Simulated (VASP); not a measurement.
Wanted: the native input for a VASP 6.6.1 run.

```
Task                   : single point
Functional             : PBE
Potentials or basis    : VASP PAW PBE potentials, release 64 (Be, Ga_d, N)
Cutoff                 : 520 eV
k mesh                 : 6 × 6 × 4
Occupations            : gaussian, width 0.1 eV
Spin                   : no spin polarisation
Dipole correction      : no
Further INCAR settings : ALGO = Normal; EDIFF = 1e-06; NBANDS = 29
```

The structure of BeGaN lies in POSCAR:

```
BeGaN
1.0
    3.4937220052      0.0000000000      0.0000000000
    0.0000000000      3.4937220052      0.0000000000
    0.0000000000      0.0000000000      6.5654248458
Be Ga N
2 2 2
Direct
    0.5000000000      0.0000000000      0.0132083616
    0.0000000000      0.5000000000      0.9867916384
    0.0000000000      0.5000000000      0.3475947615
    0.5000000000      0.0000000000      0.6524052385
    0.0000000000      0.0000000000      0.5000000000
    0.5000000000      0.5000000000      0.5000000000
```

These files were run (other wordings do the same):

INCAR

```
SYSTEM = BeGaN
PREC = Accurate
ENCUT = 520
EDIFF = 1E-6
ISMEAR = 0
SIGMA = 0.1
LREAL = .False.
LASPH = .True.
NELM = 80
ALGO = Normal
ISIF = 2
LWAVE = .False.
LCHARG = .False.
GGA = PE
NBANDS = 29
```

KPOINTS

```
Automatic mesh
0
Gamma
  6 6 4
  0 0 0
```

Potentials or basis: VASP PAW PBE potentials, release 64 (Be, Ga_d, N).

The run is started by

```console
$ cat potpaw_PBE.64/Be/POTCAR potpaw_PBE.64/Ga_d/POTCAR potpaw_PBE.64/N/POTCAR > POTCAR
$ mpirun -np 1 vasp_std > vasp.out
```

Results of the run:

```yaml
Pressure: 0.1 GPa
Largest_force: 0.022 eV/Å
Band_gap_on_the_k_mesh: zero (band 20 reaches 4.66 eV, above the bottom of band 21 at 3.50 eV)
```

It took 75 s on 1 thread of Intel(R) Xeon(R) Platinum 8175M CPU @ 2.50GHz (Skylake/Cascade Lake), on a shared host, peak memory 0.22 GiB.
